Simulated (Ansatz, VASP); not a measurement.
**Two plane-wave programs on AlNi**

```
Al Ni
1.0
     1.93869   -1.95319    0.00000
     1.93869    1.95319    0.00000
     0.00000    0.00000    3.09943
Al Ni
1 1
Direct
  0.00000 0.00000 0.00000
  0.50000 0.50000 0.50000
```

Alike in both runs: task single point; functional r2SCAN; k mesh 8 × 8 × 6; occupations gaussian, width 0.1 eV; no spin polarisation.

|  | VASP | Ansatz |
| --- | --- | --- |
| version | VASP 6.6.1 | Ansatz 0.2.0 |
| potentials or method | VASP PAW PBE potentials, release 64 (Al, Ni), cutoff 520 eV | scalar-relativistic, plane waves, PAW |
| valence electrons in the cell | 13 | 21 |

```csv
,VASP,Ansatz,Ansatz less VASP
gap on the k mesh at the Fermi level (eV),none,none,-
pressure (GPa),0.4,0.6,+0.20
"traceless stress, the component that is largest in VASP (GPa)",-2.23,-2.08,+0.151
```

VASP's potentials were made for PBE, not for r2SCAN. A gap of «none» marks a metal or a gap that the smearing closes. VASP's potentials hold 13 valence electrons a cell and Ansatz's 21, so a difference there can come from the potentials and not from the codes.
